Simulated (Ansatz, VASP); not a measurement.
**One calculation of Al2O3, two programs**

```xyz
10
Lattice="2.2891 1.3216 4.7152 -2.2891 1.3216 4.7152 0.0000 -2.6433 4.7152" Properties=species:S:1:pos:R:3 pbc="T T T"
Al    0.0000    0.0000   11.8894
Al    0.0000    0.0000    9.3288
Al    0.0000    0.0000    2.2561
Al    0.0000    0.0000    4.8167
O    -0.8888   -1.3216    5.8939
O     1.5890   -0.1089    5.8939
O    -0.7001    1.4306    5.8939
O     0.8888    1.3216    8.2515
O    -1.5890    0.1089    8.2515
O     0.7001   -1.4306    8.2515
```

Alike in both runs: task single point; functional PBEsol; k mesh 6 × 6 × 6; occupations gaussian, width 0.05 eV; no spin polarisation.

|  | VASP | Ansatz |
| --- | --- | --- |
| version | VASP 6.6.1 | Ansatz 0.2.0 |
| potentials or method | VASP PAW PBE potentials, release 64 (Al, O), cutoff 520 eV | scalar-relativistic, plane waves, PAW |
| valence electrons in the cell | 48 | 48 |

|  | VASP | Ansatz | Ansatz less VASP |
| --- | --- | --- | --- |
| gap on the k mesh at the Fermi level (eV) | 5.34 | 5.34 | -0.003 |
| least direct gap on the mesh (eV) | 5.34 | 5.34 | -0.003 |
| pressure (GPa) | 3.2 | 3.0 | -0.19 |
| traceless stress, the component that is largest in VASP (GPa) | -30.58 | -30.63 | -0.050 |
| rms of the force components (eV/Å) | 0.837 | 0.823 | -0.0137 |

VASP's potentials were made for PBE, not for PBEsol, and Ansatz warns of the same on its side. Atom by atom the forces differ by 0.014 eV/Å (rms over components).
